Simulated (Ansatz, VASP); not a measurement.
**Two plane-wave programs on O**

```xyz
2
Lattice="0.0000 2.1709 2.1709 2.1709 0.0000 2.1709 2.1709 2.1709 0.0000" Properties=species:S:1:pos:R:3 pbc="T T T"
O     1.3086    1.2789    0.8704
O    -0.1641   -0.1938    0.1722
```

Alike in both runs: functional PBEsol; dispersion D4; k mesh 7 × 7 × 7; occupations fermi-dirac, width 0.1 eV; no spin polarisation.

Ansatz relaxed the structure, and its values are those at the end. VASP's run is a single point on that final structure, the one shown.

```csv
,VASP,Ansatz
version,VASP 6.6.1,Ansatz 0.2.0
potentials or method,"VASP PAW PBE potentials, release 64 (O_h), cutoff 1340 eV","plane waves, PAW"
valence electrons in the cell,12,12
```

```tsv
	VASP	Ansatz	Ansatz less VASP
gap on the k mesh at the Fermi level (eV)	none	none	-
rms of the force components (eV/Å)	0.108	0.000	-0.1078
```

VASP's potentials were made for PBE, not for PBEsol. A gap of «none» marks a metal or a gap that the smearing closes.

Noted on VASP's run: spin is off for a triplet molecule.
